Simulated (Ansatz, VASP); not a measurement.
**Two plane-wave programs on NaCl**

The input INCAR:

```
ALGO = Normal
EDIFF = 1E-6
EDIFFG = -0.01
ENCUT = 600
GGA = PE
IBRION = 2
ISIF = 3
ISMEAR = 0
LASPH = T
LCHARG = F
LREAL = F
LWAVE = F
NELM = 60
NSW = 100
PREC = Accurate
SIGMA = 0.02
```

KPOINTS

```
k-points
0
Gamma
  8 8 8
```

The input POSCAR:

```
NaCl
1.0
   -1.8551548820      1.8551548820      6.8037732384
    1.8551548820     -1.8551548820      6.8037732384
    1.8551548820      1.8551548820     -6.8037732384
Na Cl
2 2
Direct
    0.2933023727      0.2933023727      0.0000000000
    0.0433023727      0.5433023727      0.5000000000
    0.4566976273      0.9566976273      0.5000000000
    0.7066976273      0.7066976273      0.0000000000
```

Input for Ansatz:

```yaml
crystal:
  lattice:
    - [-1.855154882, 1.855154882, 6.8037732384]
    - [1.855154882, -1.855154882, 6.8037732384]
    - [1.855154882, 1.855154882, -6.8037732384]
  atoms:
    - { symbol: Na, position: [0.2933023727, 0.2933023727, 0.0] }
    - { symbol: Na, position: [0.0433023727, 0.5433023727, 0.5] }
    - { symbol: Cl, position: [0.4566976273, 0.9566976273, 0.5] }
    - { symbol: Cl, position: [0.7066976273, 0.7066976273, 0.0] }
basis:
  ecutwfc: 420
kpoints:
  mp_grid: { grid: [8, 8, 8] }
hamiltonian:
  xc: pbe
scf:
  occupations: { method: gaussian, width: 0.02 }
output:
  forces: true
  stress: true
  eigenvalues: true
relax:
  adjacent_minimum: "off"
  f_tol: 0.01
  max_steps: 80
  cell: { stress_tol: 0.05 }
```

Alike in both runs: task relaxation of cell and atoms; functional PBE; k mesh 8 × 8 × 8; occupations gaussian, width 0.02 eV; no spin polarisation.

|  | VASP | Ansatz |
| --- | --- | --- |
| version | VASP 6.6.1 | Ansatz 0.2.0 |
| potentials or method | VASP PAW PBE potentials, release 64 (Na_pv, Cl), cutoff 600 eV | scalar-relativistic, plane waves, PAW |
| valence electrons in the cell | 28 | 32 |

VASP gave:

```
gap on the k mesh at the Fermi level, each at its own relaxed structure (eV) : 4.44
relaxed volume (Å³/atom)                                                     : 23.38
relaxed length of the cell vector where the two differ most in proportion (Å)              : 7.308
```

Task: Estimate Ansatz's values.

Result: gap on the k mesh at the Fermi level, each at its own relaxed structure (eV): 4.43; relaxed volume (Å³/atom): 23.39; relaxed length of the cell vector where the two differ most in proportion (Å): 7.306.

VASP's potentials hold 28 valence electrons a cell and Ansatz's 32, so a difference there can come from the potentials and not from the codes.
